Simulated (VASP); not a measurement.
Set up this calculation in VASP 6.6.1, as the native input.

| Quantity | Value |
| --- | --- |
| Task | single point |
| Functional | PBE |
| Potentials or basis | VASP PAW PBE potentials, release 64 (Fe) |
| Cutoff | 600 eV |
| k mesh | 8 × 8 × 8 |
| Occupations | fermi-dirac, width 0.05 eV |
| Spin | collinear spin, ferromagnetic start |
| Starting moments | [0.3] μB |
| Dipole correction | no |
| Further INCAR settings | ALGO = Normal; EDIFF = 1e-06; NBANDS = 14 |

The structure of Fe lies in POSCAR:

```
Fe
1.0
   -1.4150000000      1.4150000000      1.4150000000
    1.4150000000     -1.4150000000      1.4150000000
    1.4150000000      1.4150000000     -1.4150000000
Fe
1
Direct
    0.0000000000      0.0000000000      0.0000000000
```

The input as run:

INCAR

```
PREC = Accurate
ENCUT = 600
EDIFF = 1E-6
ISMEAR = -1
SIGMA = 0.05
LREAL = F
LASPH = T
NELM = 200
ALGO = Normal
ISIF = 2
LWAVE = F
LCHARG = T
ISPIN = 2
MAGMOM = 0.3
LORBIT = 11
LMAXMIX = 4
GGA = PE
LELF = T
LVHAR = T
NBANDS = 14
GGA_COMPAT = F
```

KPOINTS

```
regular mesh
0
Gamma
  8 8 8
```

Potentials or basis: VASP PAW PBE potentials, release 64 (Fe).

The run is started by

```bash
$ cat potpaw_PBE.64/Fe/POTCAR > POTCAR
$ mpirun -np 1 vasp_std > vasp.out
```

Results of the run:

```
Pressure                                              : 2.1 GPa
Net moment                                            : 2.25 μB per cell
Site moments                                          : Fe +2.25 μB
Valence electrons inside the program's atomic spheres : Fe 7.27
```

Caveat: the k points lie up to 0.39 Å⁻¹ apart.

Run time: 9.8 s on 1 thread of AMD EPYC 9R45 96-Core Processor (Zen 5), on a shared host, peak memory 0.1 GiB.
